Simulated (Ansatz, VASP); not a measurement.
Two plane-wave programs on SnO

```
Sn O
1.0
     3.67110    0.00000    0.00000
     0.00000    3.67110    0.00000
     0.00000    0.00000    4.63180
Sn O
2 2
Direct
  0.00000 0.50000 0.24247
  0.50000 0.00000 0.75753
  0.00000 0.00000 0.00000
  0.50000 0.50000 0.00000
```

Alike in both runs: task single point; functional PBEsol; k mesh 10 × 10 × 8; occupations gaussian, width 0.15 eV; no spin polarisation.

```csv
,VASP,Ansatz
version,VASP 6.6.1,Ansatz 0.2.0
potentials or method,"VASP PAW PBE potentials, release 64 (Sn_d, O), cutoff 520 eV","scalar-relativistic, plane waves, PAW"
valence electrons in the cell,40,40
```

|  | VASP | Ansatz | Ansatz less VASP |
| --- | --- | --- | --- |
| gap on the k mesh at the Fermi level (eV) | none | none | - |
| pressure (GPa) | 12.3 | 11.8 | -0.51 |
| traceless stress, the component that is largest in VASP (GPa) | -2.31 | -2.29 | +0.019 |
| rms of the force components (eV/Å) | 0.663 | 0.612 | -0.0507 |

VASP's potentials were made for PBE, not for PBEsol, and Ansatz warns of the same on its side. Atom by atom the forces differ by 0.051 eV/Å (rms over components). A gap of «none» marks a metal or a gap that the smearing closes.
